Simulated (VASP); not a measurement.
Runs of VASP 6.6.1 on KAlAs3. The structure is that of space group Pm-3m (No. 221), or close to it. The cells are those of the table. 

| task | cell | k mesh | cutoff (eV) | gap on the mesh (eV) | pressure (GPa) | relaxed volume (Å³/atom) |
| --- | --- | --- | --- | --- | --- | --- |
| relaxation of cell and atoms | relaxed from a = 5.004 Å, 5 atoms | 8 × 8 × 8 | 600 | none | 0.0 | 25.38 |
| single point | a = 5.021 Å, 5 atoms | 8 × 8 × 8 | 520 | none | 0.1 | - |
| single point | a = 5.004 Å, 5 atoms | 4 × 4 × 4 | 520 | none | 0.1 | - |
| relaxation of cell and atoms | relaxed from a = 4.764 Å, 5 atoms | 4 × 4 × 4 | 600 | none | 0.1 | (a) |

Alike in all rows: level PBE; potentials or basis VASP PAW PBE potentials, release 64 (K_sv, Al, As); no spin polarisation; smearing gaussian 0.1 eV.

Problem. Estimate the missing entries.

Solution. (a) 25.11.

Caveats: the volume moved by over 15 % at a fixed basis, so the end points are rough (some runs).

A k mesh can miss the band edges, and the runs leave out spin-orbit coupling on As.

A gap of «none» marks levels without a gap at the run's occupations.
